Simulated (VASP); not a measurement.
# K3W (Fm-3m) in VASP: single point with r2SCAN+D4

Aim: the single point of K3W with r2SCAN+D4.

Program: VASP 6.6.1. These are calculated values, not measurements. Logs are shortened: lines on timing, memory, paths and dates and some standing lists are left out, and cuts for length are marked.

## Step 1: The cell of the first run

Symmetry: Fm-3m, No. 225, cubic system. Conventional cell: a = 8.782 Å, b = 8.782 Å, c = 8.782 Å, α = 90.00°, β = 90.00°, γ = 90.00°. Within 5.0 Å of W (site symmetry m-3m) lie 14 K at 3.80 to 4.39 Å. K (site symmetry m-3m) has 8 K at 3.80 Å and 6 W at 4.39 Å within 5.0 Å. K (site symmetry -43m) has 4 W at 3.80 Å and 10 K at 3.80 to 4.39 Å within 5.0 Å.

## Step 2: Single point, r2SCAN+D4

POSCAR reads:

```
K3W
1.0
    0.0000000000      4.3908300952      4.3908300952
    4.3908300952      0.0000000000      4.3908300952
    4.3908300952      4.3908300952      0.0000000000
W K
1 3
Direct
    0.0000000000      0.0000000000      0.0000000000
    0.5000000000      0.5000000000      0.5000000000
    0.2500000000      0.2500000000      0.2500000000
    0.7500000000      0.7500000000      0.7500000000
```

INCAR.step1 reads:

```
ALGO = Normal
EDIFF = 1E-4
ENCUT = 520
GGA = PE
ISMEAR = 1
LASPH = True
LCHARG = False
LREAL = False
LWAVE = True
NBANDS = 28
NELM = 100
PREC = Accurate
SIGMA = 0.1
```

INCAR.step2 reads:

```
ALGO = Normal
EDIFF = 1E-6
ENCUT = 520
ISIF = 2
ISMEAR = 1
ISTART = 1
IVDW = 13
LASPH = True
LCHARG = False
LMIXTAU = True
LREAL = False
LWAVE = False
METAGGA = R2SCAN
NBANDS = 28
NELM = 100
PREC = Accurate
SIGMA = 0.1
VDW_A1 = 0.51559235
VDW_A2 = 5.77342911
VDW_S6 = 1.0
VDW_S8 = 0.6018749
```

KPOINTS reads:

```
k-points
0
Gamma
  5 5 5
```

Potentials or basis: VASP PAW PBE potentials, release 64 (W_sv, K_sv).

Run with:

```console
$ cat potpaw_PBE.64/W_sv/POTCAR potpaw_PBE.64/K_sv/POTCAR > POTCAR
$ cp INCAR.step1 INCAR
$ mpirun -np 1 vasp_std > vasp.out
$ cp INCAR.step2 INCAR
$ mpirun -np 1 vasp_std > vasp.out
```

OUTCAR:

```text
EDIFF = 1E-6
   ENCUT = 520
   ISIF = 2
   ISMEAR = 1
   ISTART = 1
   IVDW = 13
   LASPH = True
   LREAL = False
   METAGGA = R2SCAN
   NELM = 100
   PREC = Accurate

 ion  position               nearest neighbor table
   1  0.000  0.000  0.000-
   2  0.500  0.500  0.500-   3 3.80   3 3.80   3 3.80   3 3.80   4 3.80   4 3.80   4 3.80   4 3.80

   3  0.250  0.250  0.250-   2 3.80   2 3.80   2 3.80   2 3.80
   4  0.750  0.750  0.750-   2 3.80   2 3.80   2 3.80   2 3.80

  LATTYP: Found a face centered cubic cell.
 ALAT       =     8.7816601904

  Lattice vectors:

 A1 = (   0.0000000000,   4.3908300952,   4.3908300952)
 A2 = (   4.3908300952,   0.0000000000,   4.3908300952)
 A3 = (   4.3908300952,   4.3908300952,   0.0000000000)

Analysis of symmetry for initial positions (statically):
=====================================================================
 Subroutine PRICEL returns:
 Original cell was already a primitive cell.

 Routine SETGRP: Setting up the symmetry group for a
 face centered cubic supercell.

 Subroutine GETGRP returns: Found 48 space group operations
 (whereof 48 operations were pure point group operations)
 out of a pool of 48 trial point group operations.

The static configuration has the point symmetry O_h .

Analysis of symmetry for dynamics (positions and initial velocities):
=====================================================================
 Subroutine PRICEL returns:
 Original cell was already a primitive cell.

 Routine SETGRP: Setting up the symmetry group for a
 face centered cubic supercell.

 Subroutine GETGRP returns: Found 48 space group operations
 (whereof 48 operations were pure point group operations)
 out of a pool of 48 trial point group operations.

The dynamic configuration has the point symmetry O_h .

 Subroutine INISYM returns: Found 48 space group operations
 (whereof 48 operations are pure point group operations),
 and found     1 'primitive' translations

----------------------------------------------------------------------------------------

                                     Primitive cell

  volume of cell :     169.3050

  direct lattice vectors                    reciprocal lattice vectors
     0.000000000  4.390830095  4.390830095    -0.113873684  0.113873684  0.113873684
[... 74 lines left out ...]
   NELM   =    100;   NELMIN=  2; NELMDL=  0     # of ELM steps
   EDIFF  = 0.1E-05   stopping-criterion for ELM
   LREAL  =      F    real-space projection
   EDIFFG = 0.1E-04   stopping-criterion for IOM
   NSW    =      0    number of steps for IOM
   IBRION =     -1    ionic relax: 0-MD 1-quasi-New 2-CG
   NFREE  =      0    steps in history (QN), initial steepest desc. (CG)
   ISIF   =      2    stress and relaxation
   ISYM   =      2    0-nonsym 1-usesym 2-fastsym
   POTIM  = 0.5000    time-step for ionic-motion
   TEBEG  =    0.0;   TEEND  =   0.0 temperature during run
   PSTRESS=    0.0 pullay stress
   NELECT =      41.0000    total number of electrons
   NUPDOWN=      -1.0000    fix difference up-down
   EMIN   =  10.00;   EMAX   =-10.00  energy-range for DOS
   EFERMI =   0.00;   METHOD = LEGACY
   ISMEAR =     1;   SIGMA  =   0.10  broadening in eV -4-tet -1-fermi 0-gaus
   EFERMI_NEDOS =   21; number of points for ismear=-14 and -15
   IALGO  =     38    algorithm
   IMIX   =      4    mixing-type and parameters
     AMIX     =   0.40;   BMIX     =  1.00
     AMIX_MAG =   1.60;   BMIX_MAG =  1.00
  volume/ion in A,a.u.               =      42.33       285.63
  Fermi-wavevector in a.u.,A,eV,Ry     =   1.020421  1.928317 14.167195  1.041259
  Thomas-Fermi vector in A             =   2.153990
   LORBIT       =      0    0 simple, 1 ext, 2 COOP (PROOUT), +10 PAW based schemes
   METAGGA = R2SCAN    functional components
   LHFCALC =     F    Hartree Fock is set to
   AEXX    =    0.0000 exact exchange contribution
   IVDW    =    13    specifies the selected vdW correction
   LEPSILON=     F    determine dielectric tensor
   LRPA    =     F    only Hartree local field effects (RPA)
 non-spin polarized calculation
 Methfessel and Paxton  Order N= 1 SIGMA  =   0.10
  energy-cutoff  :      520.00
  volume of cell :      169.31
 maximum number of plane-waves:      4588
 NGX is ok and might be reduce to    48
   NGX = 23   NGY = 23   NGZ = 23

 number of electron      41.0000000 magnetization

 Free energy of the ion-electron system (eV)
  ---------------------------------------------------
  ext. energy  EPLUGINS =         0.00000000
  ---------------------------------------------------
  free energy    TOTEN  =       -61.22267610 eV

  energy without entropy =      -61.22382190  energy(sigma->0) =      -61.22305803

 E-fermi :   1.1383     XC(G=0):  -7.7978

 val. band max:        1.0940259243   @ k =   0.2000   0.2000   0.0000
 cond. band min:       1.1600034404   @ k =   0.2000   0.0000   0.0000
 fundamental gap:      0.0659775161
 Fermi energy:         1.1383390667

 k-point     1 :       0.0000    0.0000    0.0000
  band No.  band energies     occupation
      1     -74.6530      2.00000
      2     -38.1762      2.00000
      3     -38.1761      2.00000
      4     -38.1761      2.00000
      5     -31.9510      2.00000
      6     -31.5110      2.00000
[... 299 lines left out ...]
     27       4.8637      0.00000
     28       5.0979      0.00000

------------------------ aborting loop because EDIFF is reached ----------------------------------------

  DFT-D4 for vdW energy calculation

  Edisp (eV):   -0.13405

  FORCE on cell =-STRESS in cart. coord.  units (eV):
  Direction    XX          YY          ZZ          XY          YZ          ZX
  --------------------------------------------------------------------------------------
  -------------------------------------------------------------------------------------
  Total      -1.00564    -1.00564    -1.00564     0.00000     0.00000    -0.00000
  in kB      -9.51665    -9.51665    -9.51665     0.00000     0.00000    -0.00000
  external pressure =       -9.52 kB  Pullay stress =        0.00 kB

 VOLUME and BASIS-vectors are now :
 -----------------------------------------------------------------------------
  energy-cutoff  :      520.00
  volume of cell :      169.31
      direct lattice vectors                 reciprocal lattice vectors
     0.000000000  4.390830095  4.390830095    -0.113873684  0.113873684  0.113873684
     4.390830095  0.000000000  4.390830095     0.113873684 -0.113873684  0.113873684
     4.390830095  4.390830095  0.000000000     0.113873684  0.113873684 -0.113873684

 POSITION                                       TOTAL-FORCE (eV/Angst)
 -----------------------------------------------------------------------------------
      0.00000      0.00000      0.00000         0.000000      0.000000      0.000000
      4.39083      4.39083      4.39083         0.000000      0.000000      0.000000
      2.19542      2.19542      2.19542        -0.000000     -0.000000     -0.000000
      6.58625      6.58625      6.58625         0.000000     -0.000000      0.000000
 -----------------------------------------------------------------------------------
    total drift:                               -0.000000     -0.000000     -0.000000

  FREE ENERGIE OF THE ION-ELECTRON SYSTEM (eV)
  ---------------------------------------------------
  free  energy   TOTEN  =       -61.3567259957 eV

  energy  without entropy=      -61.3578717877  energy(sigma->0) =      -61.35710793
```

OUTCAR.step1:

```text
EDIFF = 1E-4
   ENCUT = 520
   GGA = PE
   ISMEAR = 1
[... 523 lines left out ...]
      0.00000      0.00000      0.00000        -0.000000     -0.000000     -0.000000
      4.39083      4.39083      4.39083        -0.000000     -0.000000     -0.000000
      2.19542      2.19542      2.19542         0.000000      0.000000      0.000000
      6.58625      6.58625      6.58625        -0.000000     -0.000000      0.000000
 -----------------------------------------------------------------------------------
    total drift:                               -0.000000     -0.000000     -0.000000

  FREE ENERGIE OF THE ION-ELECTRON SYSTEM (eV)
  ---------------------------------------------------
  free  energy   TOTEN  =        -8.2942038364 eV

  energy  without entropy=       -8.2874700998  energy(sigma->0) =       -8.29195926
```

Wall time 2 min (1 thread of AMD EPYC 9R45 (Zen 5), shared host); peak memory 0.34 GiB.

What came out:

```yaml
Free_energy: -61.3567 eV
Pressure: -1.0 GPa
Dispersion_energy_per_atom: -0.034 eV
```

Caveat: the PAW data sets were made with another functional, which shifts forces and pressure a little; spin-orbit coupling is left out, which moves the levels of the heavy elements; pairwise dispersion overbinds metals, which lowers pressure and volume.
